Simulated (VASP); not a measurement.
# LiYRh (P-6m2) in VASP: further runs

The runs below take LiYRh through single point, relaxation of cell and atoms, with PBE.

Program: VASP 6.6.1. These are calculated values, not measurements. Logs are shortened: lines on timing, memory, paths and dates and some standing lists are left out, and cuts for length are marked.

**1. The cell of the first run**

Symmetry: P-6m2, No. 187, hexagonal system. The conventional cell has a = 3.817 Å, b = 3.817 Å, c = 4.167 Å, α = 90.00°, β = 90.00°, γ = 120.00°. Li (site symmetry -6m2) has 3 Rh at 2.20 Å within 2.9 Å. Y (site symmetry -6m2) has 6 Li at 3.03 Å and 6 Rh at 3.03 Å and 6 Y at 3.82 Å within 4.0 Å. Within 2.9 Å of Rh (site symmetry -6m2) lie 3 Li at 2.20 Å.

The cell was built from a structure type or drawn by symmetry, and may not be a known phase.

**2. Single point, PBE**

Contents of INCAR:

```
SYSTEM = LiYRh
PREC = Accurate
ENCUT = 520
EDIFF = 1E-7
ISMEAR = 0
SIGMA = 0.1
LREAL = .FALSE.
LASPH = .TRUE.
NELM = 80
ALGO = Normal
ISIF = 2
LWAVE = .FALSE.
LCHARG = .FALSE.
GGA = PE
NBANDS = 22
```

Contents of KPOINTS:

```
regular mesh
0
G
  6 6 4
  0 0 0
```

Contents of POSCAR:

```
LiYRh
1.0
    3.8169921600      0.0000000000      0.0000000000
   -1.9084960800      3.3056121700      0.0000000000
    0.0000000000      0.0000000000      4.1666125200
Li Y Rh
1 1 1
Direct
    0.6666666700      0.3333333300      0.5000000000
    0.0000000000      0.0000000000      0.0000000000
    0.3333333300      0.6666666700      0.5000000000
```

Potentials or basis: VASP PAW PBE potentials, release 64 (Li_sv, Y_sv, Rh_pv).

The run is started by

```bash
> cat potpaw_PBE.64/Li_sv/POTCAR potpaw_PBE.64/Y_sv/POTCAR potpaw_PBE.64/Rh_pv/POTCAR > POTCAR
> mpirun -np 1 vasp_std > vasp.out
```

OUTCAR:

```text
SYSTEM = LiYRh
   PREC = Accurate
   ENCUT = 520
   EDIFF = 1E-7
   ISMEAR = 0
   LREAL = .FALSE.
   LASPH = .TRUE.
   NELM = 80
   ISIF = 2
   GGA = PE

 ion  position               nearest neighbor table
   1  0.667  0.333  0.500-   3 2.20   3 2.20   3 2.20   2 3.03   2 3.03   2 3.03   2 3.03   2 3.03
                             2 3.03
   2  0.000  0.000  0.000-   1 3.03   3 3.03   1 3.03   3 3.03   3 3.03   3 3.03   1 3.03   1 3.03
                             1 3.03   1 3.03   3 3.03   3 3.03
   3  0.333  0.667  0.500-   1 2.20   1 2.20   1 2.20   2 3.03   2 3.03   2 3.03   2 3.03   2 3.03
                             2 3.03

  LATTYP: Found a hexagonal cell.
 ALAT       =     3.8169921600
 C/A-ratio  =     1.0915957763

  Lattice vectors:

 A1 = (   3.8169921600,   0.0000000000,   0.0000000000)
 A2 = (  -1.9084960800,   3.3056121700,   0.0000000000)
 A3 = (   0.0000000000,   0.0000000000,   4.1666125200)

Analysis of symmetry for initial positions (statically):
=====================================================================
 Subroutine PRICEL returns:
 Original cell was already a primitive cell.

 Routine SETGRP: Setting up the symmetry group for a
 hexagonal supercell.

 Subroutine GETGRP returns: Found 12 space group operations
 (whereof 12 operations were pure point group operations)
 out of a pool of 24 trial point group operations.

The static configuration has the point symmetry D_3h.

Analysis of symmetry for dynamics (positions and initial velocities):
=====================================================================
 Subroutine PRICEL returns:
 Original cell was already a primitive cell.

 Routine SETGRP: Setting up the symmetry group for a
 hexagonal supercell.

 Subroutine GETGRP returns: Found 12 space group operations
 (whereof 12 operations were pure point group operations)
 out of a pool of 24 trial point group operations.

The dynamic configuration has the point symmetry D_3h.

 Subroutine INISYM returns: Found 12 space group operations
 (whereof 12 operations are pure point group operations),
 and found     1 'primitive' translations

----------------------------------------------------------------------------------------

                                     Primitive cell

  volume of cell :      52.5722

  direct lattice vectors                    reciprocal lattice vectors
[... 82 lines left out ...]
   LASPH  =      T    aspherical Exc in radial PAW
   ENCUT  =  520.0 eV  38.22 Ry    6.18 a.u.   7.10  7.10  7.75*2*pi/ulx,y,z
   NELM   =     80;   NELMIN=  2; NELMDL= -5     # of ELM steps
   EDIFF  = 0.1E-06   stopping-criterion for ELM
   LREAL  =      F    real-space projection
   EDIFFG = 0.1E-05   stopping-criterion for IOM
   NSW    =      0    number of steps for IOM
   IBRION =     -1    ionic relax: 0-MD 1-quasi-New 2-CG
   NFREE  =      0    steps in history (QN), initial steepest desc. (CG)
   ISIF   =      2    stress and relaxation
   ISYM   =      2    0-nonsym 1-usesym 2-fastsym
   POTIM  = 0.5000    time-step for ionic-motion
   TEBEG  =    0.0;   TEEND  =   0.0 temperature during run
   PSTRESS=    0.0 pullay stress
   NELECT =      29.0000    total number of electrons
   NUPDOWN=      -1.0000    fix difference up-down
   EMIN   =  10.00;   EMAX   =-10.00  energy-range for DOS
   EFERMI =   0.00;   METHOD = LEGACY
   ISMEAR =     0;   SIGMA  =   0.10  broadening in eV -4-tet -1-fermi 0-gaus
   EFERMI_NEDOS =   21; number of points for ismear=-14 and -15
   IALGO  =     38    algorithm
   IMIX   =      4    mixing-type and parameters
     AMIX     =   0.40;   BMIX     =  1.00
     AMIX_MAG =   1.60;   BMIX_MAG =  1.00
  volume/ion in A,a.u.               =      17.52       118.26
  Fermi-wavevector in a.u.,A,eV,Ry     =   1.342627  2.537197 24.526508  1.802647
  Thomas-Fermi vector in A             =   2.470766
   LORBIT       =      0    0 simple, 1 ext, 2 COOP (PROOUT), +10 PAW based schemes
   GGA     = PE    functional components
   LHFCALC =     F    Hartree Fock is set to
   AEXX    =    0.0000 exact exchange contribution
   IVDW    =     0    specifies the selected vdW correction
   LEPSILON=     F    determine dielectric tensor
   LRPA    =     F    only Hartree local field effects (RPA)
 non-spin polarized calculation
 Gauss-broadening in eV      SIGMA  =   0.10
  energy-cutoff  :      520.00
  volume of cell :       52.57
 maximum number of plane-waves:      1431
   NGX = 15   NGY = 15   NGZ = 15

 number of electron      28.9999997 magnetization

 Free energy of the ion-electron system (eV)
  ---------------------------------------------------
  ext. energy  EPLUGINS =         0.00000000
  ---------------------------------------------------
  free energy    TOTEN  =       -16.15978185 eV

  energy without entropy =      -16.14675424  energy(sigma->0) =      -16.15326805

 E-fermi :   5.5350     XC(G=0): -10.7918

 val. band max:        5.4747558183   @ k =   0.3333   0.1667   0.0000
 cond. band min:       5.5457252785   @ k =   0.3333   0.1667   0.5000
 fundamental gap:      0.0709694602
 Fermi energy:         5.5349552635

 k-point     1 :       0.0000    0.0000    0.0000
  band No.  band energies     occupation
      1     -40.0351      2.00000
      2     -40.0351      2.00000
      3     -40.0319      2.00000
      4     -39.4718      2.00000
      5     -36.9658      2.00000
      6     -16.9245      2.00000
[... 514 lines left out ...]
     21      12.4609      0.00000
     22      13.2261      0.00000

------------------------ aborting loop because EDIFF is reached ----------------------------------------

  FORCE on cell =-STRESS in cart. coord.  units (eV):
  Direction    XX          YY          ZZ          XY          YZ          ZX
  --------------------------------------------------------------------------------------
  -------------------------------------------------------------------------------------
  Total        4.7681130      4.7681129     -1.2466880     -0.0000000      0.0000000      0.0000000
  in kB      145.3117847    145.3117841    -37.9937420     -0.0000000      0.0000000      0.0000000
  external PRESSURE =      84.2099423 kB  Pullay stress =       0.0000000 kB

 VOLUME and BASIS-vectors are now :
 -----------------------------------------------------------------------------
  energy-cutoff  :      520.00
  volume of cell :       52.57
      direct lattice vectors                 reciprocal lattice vectors
     3.816992160  0.000000000  0.000000000     0.261986391  0.151257914  0.000000000
    -1.908496080  3.305612170  0.000000000     0.000000000  0.302515827  0.000000000
     0.000000000  0.000000000  4.166612520     0.000000000  0.000000000  0.240003119

 POSITION                                       TOTAL-FORCE (eV/Angst)
 -----------------------------------------------------------------------------------
      1.90850      1.10187      2.08331         0.000000      0.000000      0.000000
      0.00000      0.00000      0.00000         0.000000     -0.000000      0.000000
     -0.00000      2.20374      2.08331        -0.000000      0.000000      0.000000
 -----------------------------------------------------------------------------------
    total drift:                                0.000015     -0.000008      0.000000

  FREE ENERGIE OF THE ION-ELECTRON SYSTEM (eV)
  ---------------------------------------------------
  free  energy   TOTEN  =       -16.1597818498 eV

  energy  without entropy=      -16.1467542426  energy(sigma->0) =      -16.15326805
```

stdout:

```text
POSCAR found type information on POSCAR LiY Rh
 POSCAR found :  3 types and       3 ions
 scaLAPACK will be used
 LDA part: xc-table for (Slater+PW92), standard interpolation
 POSCAR, INCAR and KPOINTS ok, starting setup
 FFT: planning ... GRIDC
 FFT: planning ... GRID_SOFT
 FFT: planning ... GRID
 WAVECAR not read
 entering main loop
```

Wall time 17 s (1 thread of Intel Xeon 6975P-C (Granite Rapids), shared host); peak memory 0.19 GiB.

Results:

| Item | Value |
| --- | --- |
| Free energy | -16.1598 eV |
| Band gap on the k mesh | zero (an odd number of electrons rules out a gap without spin polarisation) |

Caveat: the k points lie up to 0.38 Å⁻¹ apart, too coarse for converged energies and pressures of a metal; the cutoff is under 1.25 times the usual one of these potentials, so pressure, stress and relaxed cells hold a basis-set (Pulay) error.

**3. Single point, PBE**

This run uses another cell than the first one, of 18.74 Å³/atom.

Contents of INCAR:

```
SYSTEM = LiYRh
PREC = Accurate ; ENCUT = 520
EDIFF = 1E-6 ; ISMEAR = 0
SIGMA = 0.1 ; LREAL = .False.
LASPH = .True. ; NELM = 80
ALGO = Fast ; ISIF = 2
LWAVE = .False. ; LCHARG = .False.
GGA = PE ; NBANDS = 22
```

Contents of KPOINTS:

```
Automatic mesh
0
Gamma
  12 12 14
  0 0 0
```

Contents of POSCAR:

```
LiYRh
1.0
    4.3586705711      0.0000000000      0.0000000000
   -2.1793352856      3.7747194413      0.0000000000
    0.0000000000      0.0000000000      3.4161775304
Li Y Rh
1 1 1
Direct
    0.6666666667      0.3333333333      0.5000000000
    0.0000000000      0.0000000000      0.0000000000
    0.3333333333      0.6666666667      0.5000000000
```

Potentials or basis: VASP PAW PBE potentials, release 64 (Li_sv, Y_sv, Rh_pv).

The run is started by

```bash
> cat potpaw_PBE.64/Li_sv/POTCAR potpaw_PBE.64/Y_sv/POTCAR potpaw_PBE.64/Rh_pv/POTCAR > POTCAR
> mpirun -np 1 vasp_std > vasp.out
```

OUTCAR:

```text
SYSTEM = LiYRh
   PREC = Accurate
   ENCUT = 520
   EDIFF = 1E-6
   ISMEAR = 0
   LREAL = .False.
   LASPH = .True.
   NELM = 80
   ISIF = 2
   GGA = PE

 ion  position               nearest neighbor table
   1  0.667  0.333  0.500-   3 2.52   3 2.52   3 2.52   2 3.04   2 3.04   2 3.04   2 3.04   2 3.04
                             2 3.04
   2  0.000  0.000  0.000-   1 3.04   3 3.04   1 3.04   3 3.04   1 3.04   1 3.04   3 3.04   3 3.04
                             1 3.04   1 3.04   3 3.04   3 3.04
   3  0.333  0.667  0.500-   1 2.52   1 2.52   1 2.52   2 3.04   2 3.04   2 3.04   2 3.04   2 3.04
                             2 3.04

  LATTYP: Found a hexagonal cell.
 ALAT       =     4.3586705711
 C/A-ratio  =     0.7837659384

  Lattice vectors:

 A1 = (   4.3586705711,   0.0000000000,   0.0000000000)
 A2 = (  -2.1793352856,   3.7747194413,   0.0000000000)
 A3 = (   0.0000000000,   0.0000000000,   3.4161775304)

Analysis of symmetry for initial positions (statically):
=====================================================================
 Subroutine PRICEL returns:
 Original cell was already a primitive cell.

 Routine SETGRP: Setting up the symmetry group for a
[... 170 lines left out ...]

 E-fermi :   4.9979     XC(G=0): -10.4990

 val. band max:        4.9701962255   @ k =   0.2500   0.0833   0.1429
 cond. band min:       5.0011599348   @ k =   0.2500   0.1667   0.5000
 fundamental gap:      0.0309637093
 Fermi energy:         4.9978978448

 k-point     1 :       0.0000    0.0000    0.0000
  band No.  band energies     occupation
      1     -40.6581      2.00000
      2     -40.6581      2.00000
      3     -40.6033      2.00000
      4     -40.4317      2.00000
      5     -37.4621      2.00000
      6     -17.4456      2.00000
[... 589 lines left out ...]
     21      10.2334      0.00000
     22      13.9250      0.00000

 [... further k-points ...]

------------------------ aborting loop because EDIFF is reached ----------------------------------------

  FORCE on cell =-STRESS in cart. coord.  units (eV):
  Direction    XX          YY          ZZ          XY          YZ          ZX
  --------------------------------------------------------------------------------------
  -------------------------------------------------------------------------------------
  Total       -0.0161578     -0.0161578     -0.0450411      0.0000000     -0.0000000      0.0000000
  in kB       -0.4605897     -0.4605897     -1.2839273      0.0000000     -0.0000000      0.0000000
  external PRESSURE =      -0.7350356 kB  Pullay stress =       0.0000000 kB

 VOLUME and BASIS-vectors are now :
 -----------------------------------------------------------------------------
  energy-cutoff  :      520.00
  volume of cell :       56.21
      direct lattice vectors                 reciprocal lattice vectors
     4.358670571  0.000000000  0.000000000     0.229427754  0.132460176  0.000000000
    -2.179335286  3.774719441  0.000000000     0.000000000  0.264920351  0.000000000
     0.000000000  0.000000000  3.416177530     0.000000000  0.000000000  0.292724834

 POSITION                                       TOTAL-FORCE (eV/Angst)
 -----------------------------------------------------------------------------------
      2.17934      1.25824      1.70809        -0.000000     -0.000000      0.000000
      0.00000      0.00000      0.00000        -0.000000      0.000000      0.000000
     -0.00000      2.51648      1.70809         0.000000      0.000000      0.000000
 -----------------------------------------------------------------------------------
    total drift:                                0.000004     -0.000002     -0.000000

  FREE ENERGIE OF THE ION-ELECTRON SYSTEM (eV)
  ---------------------------------------------------
  free  energy   TOTEN  =       -16.8267942268 eV

  energy  without entropy=      -16.8217092882  energy(sigma->0) =      -16.82425176
```

stdout:

```text
POSCAR found type information on POSCAR LiY Rh
 POSCAR found :  3 types and       3 ions
 scaLAPACK will be used
 LDA part: xc-table for (Slater+PW92), standard interpolation
 POSCAR, INCAR and KPOINTS ok, starting setup
 FFT: planning ... GRIDC
 FFT: planning ... GRID_SOFT
 FFT: planning ... GRID
 WAVECAR not read
 entering main loop
WARNING in EDDRMM: call to ZHEGV failed, returncode =   6  3     22
WARNING in EDDRMM: call to ZHEGV failed, returncode =   6  3      8
WARNING in EDDRMM: call to ZHEGV failed, returncode =   8  4     17
WARNING in EDDRMM: call to ZHEGV failed, returncode =   6  3     15
WARNING in EDDRMM: call to ZHEGV failed, returncode =   8  4     16
WARNING in EDDRMM: call to ZHEGV failed, returncode =   8  4     15
WARNING in EDDRMM: call to ZHEGV failed, returncode =   6  3     10
WARNING in EDDRMM: call to ZHEGV failed, returncode =   6  3     11
WARNING in EDDRMM: call to ZHEGV failed, returncode =   8  4     19
WARNING in EDDRMM: call to ZHEGV failed, returncode =   6  3     19
WARNING in EDDRMM: call to ZHEGV failed, returncode =   6  3      9
WARNING in EDDRMM: call to ZHEGV failed, returncode =   6  3     12
```

Wall time 6.6 min (1 thread of Intel Xeon 6975P-C (Granite Rapids), shared host); peak memory 0.37 GiB.

Results:

| Item | Value |
| --- | --- |
| Free energy | -16.8268 eV |
| Band gap on the k mesh | zero (an odd number of electrons rules out a gap without spin polarisation) |

Levels at points of the mesh, in eV from the Fermi level:
```
           k point  band 10  band 11  band 12  band 13  band 14  band 15  band 16  band 17  band 18  band 19
(0.00, 0.00, 0.00)    -2.86    -2.29    -2.29    -1.33    -1.33     0.84     0.84     1.23     4.41     4.41
(0.50, 0.00, 0.00)    -2.90    -2.11    -1.72    -1.49    -1.39    -1.23     1.51     2.18     3.23     3.48
(0.00, 0.00, 0.50)    -2.76    -2.40    -2.40    -2.39    -2.33     0.76     2.78     2.78     3.68     3.68
(0.50, 0.00, 0.50)    -2.77    -1.98    -1.70    -1.49     0.01     0.18     0.53     1.27     1.38     3.94
```

Caveat: the cutoff is under 1.25 times the usual one of these potentials, so pressure, stress and relaxed cells hold a basis-set (Pulay) error.

(Continued in part 2 of 2.)
